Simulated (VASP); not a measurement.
Set up this calculation in VASP 6.6.1, as the native input.

* Task: single point
* Functional: r2SCAN0
* Potentials or basis: VASP PAW PBE potentials, release 64 (Cd, Se)
* Cutoff: 520 eV
* k mesh: 4 × 4 × 4
* Occupations: fermi-dirac, width 0.05 eV
* Spin: no spin polarisation
* Dipole correction: no
* Grid for exact exchange (PRECFOCK): Normal
* Further INCAR settings: ALGO = Normal; EDIFF = 1e-07; NBANDS = 16

The system is CdSe.

```
Cd Se
1.0
     0.00000    3.07027    3.07027
     3.07027    0.00000    3.07027
     3.07027    3.07027    0.00000
Cd Se
1 1
Direct
  0.00000 0.00000 0.00000
  0.25000 0.25000 0.25000
```

One way to write it, as run:

POSCAR

```
CdSe
1.0
    0.0000000000      3.0702711986      3.0702711986
    3.0702711986      0.0000000000      3.0702711986
    3.0702711986      3.0702711986      0.0000000000
Cd Se
1 1
Direct
    0.0000000000      0.0000000000      0.0000000000
    0.2500000000      0.2500000000      0.2500000000
```

INCAR.step1

```
SYSTEM = CdSe
ALGO = Normal ; EDIFF = 1E-5
ENCUT = 520 ; GGA = PE
ISIF = 2 ; ISMEAR = -1
LASPH = .True. ; LREAL = .False.
LWAVE = .True. ; NBANDS = 16
NELM = 100 ; PREC = Accurate
SIGMA = 0.05
```

INCAR.step2

```
SYSTEM = CdSe
AEXX = 0.25 ; ALGO = Normal
EDIFF = 1E-7 ; ENCUT = 520
ISIF = 2 ; ISMEAR = -1
ISTART = 1 ; LASPH = .True.
LCHARG = .True. ; LELF = .True.
LHFCALC = .True. ; LMIXTAU = .True.
LREAL = .False. ; LVHAR = .True.
LWAVE = .False. ; METAGGA = R2SCAN
NBANDS = 16 ; NELM = 100
PREC = Accurate ; PRECFOCK = Normal
SIGMA = 0.05
```

KPOINTS

```
k-points
0
Gamma
  4 4 4
  0 0 0
```

Potentials or basis: VASP PAW PBE potentials, release 64 (Cd, Se).

Command:

```sh
$ cat potpaw_PBE.64/Cd/POTCAR potpaw_PBE.64/Se/POTCAR > POTCAR
$ cp INCAR.step1 INCAR
$ mpirun -np 1 vasp_std > vasp.out
$ cp INCAR.step2 INCAR
$ mpirun -np 1 vasp_std > vasp.out
```

Results of the run:

The pressure is -0.6 GPa and the band gap on the k mesh is 2.46 eV, direct.

Caveat: the k points lie up to 0.44 Å⁻¹ apart; the PAW data sets were made with another functional, which shifts forces and pressure a little.

Run time: 24 min on 1 thread of Intel(R) Xeon(R) Platinum 8259CL CPU @ 2.50GHz (Skylake/Cascade Lake) (shared host), peak memory 0.2 GiB.
